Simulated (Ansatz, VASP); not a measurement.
# Two plane-wave programs on Ir

Contents of INCAR:

```
SYSTEM = Ir
PREC = Accurate
ENCUT = 520
EDIFF = 1E-7
ISMEAR = 0
SIGMA = 0.1
LREAL = .False.
LASPH = .True.
NELM = 100
ALGO = Normal
ISIF = 2
LWAVE = .False.
LCHARG = .False.
LDIPOL = .True.
IDIPOL = 3
DIPOL = 0.5 0.5 0.500
GGA = PE
NBANDS = 26
```

KPOINTS

```
Automatic mesh
0
Gamma
  15 15 1
  0 0 0
```

The input POSCAR:

```
Ir
1.0
    2.7369673410      0.0000000000      0.0000000000
   -1.3684836705      2.3702832466      0.0000000000
    0.0000000000      0.0000000000     21.7041734281
Ir
4
Direct
    0.6666666667      0.3333333333      0.3455556612
    0.3333333333      0.6666666667      0.4485185537
    0.0000000000      0.0000000000      0.5514814463
    0.6666666667      0.3333333333      0.6544443388
```

Input for Ansatz:

```yaml
crystal:
  lattice:
    - [2.736967341, 0.0, 0.0]
    - [-1.3684836705, 2.3702832466, 0.0]
    - [0.0, 0.0, 21.7041734281]
  atoms:
    - { symbol: Ir, position: [0.6666666667, 0.3333333333, 0.3455556612] }
    - { symbol: Ir, position: [0.3333333333, 0.6666666667, 0.4485185537] }
    - { symbol: Ir, position: [0.0, 0.0, 0.5514814463] }
    - { symbol: Ir, position: [0.6666666667, 0.3333333333, 0.6544443388] }
basis:
  ecutwfc: 420
kpoints:
  mp_grid: { grid: [15, 15, 1] }
hamiltonian:
  xc: pbe
scf:
  occupations: { method: gaussian, width: 0.1 }
output:
  forces: true
  stress: true
  eigenvalues: true
  write_density: true
  write_potential: true
  elf: true
  volumetric_format: npy
efield:
  axis: 3
  dipole_correction: true
  ramp_width: 0.04
```

Alike in both runs: task single point; functional PBE; k mesh 15 × 15 × 1; occupations gaussian, width 0.1 eV; no spin polarisation.

```csv
,VASP,Ansatz
version,VASP 6.6.1,Ansatz 0.2.0
potentials or method,"VASP PAW PBE potentials, release 64 (Ir), cutoff 520 eV","scalar-relativistic, plane waves, PAW"
valence electrons in the cell,36,68
```

|  | VASP | Ansatz | Ansatz less VASP |
| --- | --- | --- | --- |
| gap on the k mesh at the Fermi level (eV) | none | none | - |
| rms of the force components (eV/Å) | 0.181 | 0.193 | +0.0115 |

Atom by atom the forces differ by 0.012 eV/Å (rms over components). A gap of «none» marks a metal or a gap that the smearing closes. VASP's potentials hold 36 valence electrons a cell and Ansatz's 68, so a difference there can come from the potentials and not from the codes. Ansatz's warnings: xc potential rough in thin density.

Neither program's run includes spin-orbit coupling.
